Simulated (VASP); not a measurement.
## AlN: single point with LDA

Crystal: AlN.

```
Al N
1.0
     3.18896    0.00000    0.00000
    -1.59448    2.76172    0.00000
     0.00000    0.00000    5.10254
Al N
2 2
Direct
  0.33333 0.66667 0.00000
  0.66667 0.33333 0.50000
  0.33333 0.66667 0.38000
  0.66667 0.33333 0.88000
```

```
Program                : VASP 6.6.1
Task                   : single point
Functional             : LDA
Potentials or basis    : VASP PAW LDA potentials, release 64 (Al, N)
Cutoff                 : 520 eV
k mesh                 : 12 × 12 × 4
Occupations            : gaussian, width 0.01 eV
Spin                   : no spin polarisation
Dipole correction      : no
Further INCAR settings : ALGO = Normal; EDIFF = 1e-07; NBANDS = 16
```

```
Pressure               : -16.3 GPa
Largest force          : 0.070 eV/Å
Band gap on the k mesh : 3.62 eV
```

Forces on the atoms (eV/Å):
```
Al   0.000  0.000 -0.070
Al   0.000  0.000 -0.070
N    0.000  0.000  0.070
N    0.000  0.000  0.070
```

Stress tensor (GPa, compression positive):
```
-17.00   0.00   0.00
  0.00 -17.00   0.00
  0.00   0.00 -15.00
```

Levels at points of the mesh, in eV from the valence-band top:
| k point | band 6 | band 7 | band 8 | band 9 | band 10 | band 11 |
| --- | --- | --- | --- | --- | --- | --- |
| (0.00, 0.00, 0.00) | -0.16 | -0.16 | 0.00 | 3.62 | 5.94 | 9.91 |
| (0.50, 0.00, 0.00) | -1.98 | -1.69 | -0.64 | 5.43 | 5.54 | 7.48 |
| (0.00, 0.00, 0.50) | -0.49 | -0.49 | -0.49 | 5.81 | 5.81 | 9.59 |
| (0.50, 0.00, 0.50) | -1.38 | -1.30 | -1.30 | 4.96 | 4.96 | 8.66 |

Run time: 41 s on 1 thread of Intel Xeon 8259CL, on a shared host, peak memory 0.16 GiB.

Caveat: the cell stands under tension. Expect the measured gap to be larger: semilocal functionals such as LDA lack the derivative discontinuity.
